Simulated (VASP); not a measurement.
Here is a VASP 6.6.1 calculation.

The input INCAR:

```
SYSTEM = BiTe
PREC = Accurate
ENCUT = 520
EDIFF = 1E-6
ISMEAR = -1
SIGMA = 0.05
LREAL = .FALSE.
LASPH = .TRUE.
NELM = 60
ALGO = Normal
ISIF = 2
LWAVE = .FALSE.
LCHARG = .FALSE.
NBANDS = 18
```

The input KPOINTS:

```
Automatic mesh
0
G
  7 7 7
  0 0 0
```

The input POSCAR:

```
BiTe
1.0
    0.0000000000      3.2350000000      3.2350000000
    3.2350000000      0.0000000000      3.2350000000
    3.2350000000      3.2350000000      0.0000000000
Bi Te
1 1
Direct
    0.0000000000      0.0000000000      0.0000000000
    0.5000000000      0.5000000000      0.5000000000
```

Potentials or basis: VASP PAW LDA potentials, release 64 (Bi_d, Te).

Command:

```sh
$ cat potpaw_LDA.64/Bi_d/POTCAR potpaw_LDA.64/Te/POTCAR > POTCAR
$ mpirun -np 1 vasp_std > vasp.out
```

(1) What does it give for the pressure?

Answers

(1) -2.6 GPa.
